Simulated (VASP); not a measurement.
Crystal: Ga.

```xyz
3
Lattice="1.5864 0.9159 7.6670 -1.5864 0.9159 7.6670 0.0000 -1.8318 7.6670" Properties=species:S:1:pos:R:3 pbc="T T T"
Ga    0.0000    0.0000    0.0000
Ga    0.0000    0.0000    5.1113
Ga    0.0000    0.0000   17.8896
```

```yaml
Program: VASP 6.6.1
Task: relaxation of cell and atoms
Functional: PBE
Potentials_or_basis: VASP PAW PBE potentials, release 64 (Ga_d)
Cutoff: 600 eV
k_mesh: 6 × 6 × 6
Occupations: gaussian, width 0.1 eV
Spin: no spin polarisation
```

At the start: pressure -5.7 GPa; volume 22.28 Å³/atom.

Q: How do energy, volume and symmetry change on relaxing?

A: Over 3 steps the energy falls by 71.3 meV/atom and the volume is 18.74 Å³/atom (-15.9 %); space group R-3m (No. 166, to 0.1 Å) before and after.

Step by step:
| step | energy change (eV) | largest force (eV/Å) | pressure (GPa) | volume (Å³) |
| --- | --- | --- | --- | --- |
| 1 | 0.0000 | 0.0546 | -5.69 | 66.84 |
| 2 | -0.1920 | 0.0278 | -2.38 | 59.48 |
| 3 | -0.2140 | 0.0000 | 0.12 | 56.21 |

Final structure:
```
Ga
1.0
     1.50116    0.86669    7.20023
    -1.50116    0.86669    7.20023
     0.00000   -1.73339    7.20023
Ga
3
Direct
  0.00000 0.00000 0.00000
  0.22205 0.22205 0.22205
  0.77795 0.77795 0.77795
```

Caveat: the k points lie up to 0.41 Å⁻¹ apart in the final cell, too coarse for converged energies and pressures of a metal; the volume moved by over 15 % at a fixed basis, so the end points are rough.
